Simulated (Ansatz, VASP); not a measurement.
## Two plane-wave programs on SrAs2Ru2

```
CELL_PARAMETERS angstrom
-2.07113 2.07113 5.37825
2.07113 -2.07113 5.37825
2.07113 2.07113 -5.37825
ATOMIC_POSITIONS crystal
Sr 0.00000 0.00000 0.00000
As 0.63812 0.63812 0.00000
As 0.36188 0.36188 0.00000
Ru 0.25000 0.75000 0.50000
Ru 0.75000 0.25000 0.50000
```

Alike in both runs: functional LDA; k mesh 12 × 12 × 12; occupations gaussian, width 0.1 eV; no spin polarisation.

Ansatz relaxed the structure, and its values are those at the end. VASP's run is a single point on that final structure, the one shown.

```csv
,VASP,Ansatz
version,VASP 6.6.1,Ansatz 0.2.0
potentials or method,"VASP PAW LDA potentials, release 64 (Sr_sv, As, Ru_pv), cutoff 520 eV","scalar-relativistic, plane waves, PAW"
valence electrons in the cell,48,72
```

```tsv
	VASP	Ansatz	Ansatz less VASP
gap on the k mesh at the Fermi level (eV)	none	none	-
pressure (GPa)	0.6	0.0	-0.65
rms of the force components (eV/Å)	0.023	0.000	-0.0226
```

LDA's correlation is that of Perdew and Zunger in VASP and of Perdew and Wang (1992) in Ansatz. A gap of «none» marks a metal or a gap that the smearing closes. VASP's potentials hold 48 valence electrons a cell and Ansatz's 72, so a difference there can come from the potentials and not from the codes.
